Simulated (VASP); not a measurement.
A run of VASP 6.6.1 is set up as follows.

File INCAR:

```
PREC = Accurate ; ENCUT = 520
EDIFF = 1E-6 ; ISMEAR = 0
SIGMA = 0.01 ; LREAL = F
LASPH = T ; NELM = 80
ALGO = Normal ; ISIF = 2
LWAVE = F ; LCHARG = T
GGA = PE ; LELF = T
LVHAR = T ; NBANDS = 22
```

Contents of KPOINTS:

```
Automatic mesh
0
Gamma
  6 6 2
```

File POSCAR:

```
NaI
1.0
    4.5046454533      0.0000000000      0.0000000000
   -2.2523227266      3.9011373976      0.0000000000
    0.0000000000      0.0000000000      7.6757022699
Na I
2 2
Direct
    0.0000000000      0.0000000000      0.0000000000
    0.0000000000      0.0000000000      0.5000000000
    0.3333333333      0.6666666667      0.2500000000
    0.6666666667      0.3333333333      0.7500000000
```

Potentials or basis: VASP PAW PBE potentials, release 64 (Na_pv, I).

Command:

```sh
$ cat potpaw_PBE.64/Na_pv/POTCAR potpaw_PBE.64/I/POTCAR > POTCAR
$ mpirun -np 1 vasp_std > vasp.out
```

Task: Predict the band gap on the k mesh.

Result: 3.56 eV, direct.

Task: Estimate the pressure.

Result: 0.5 GPa.

Caveat: spin-orbit coupling is left out, which moves the levels of the heavy elements. A hybrid or GW would open this gap; PBE tends to underestimate it.
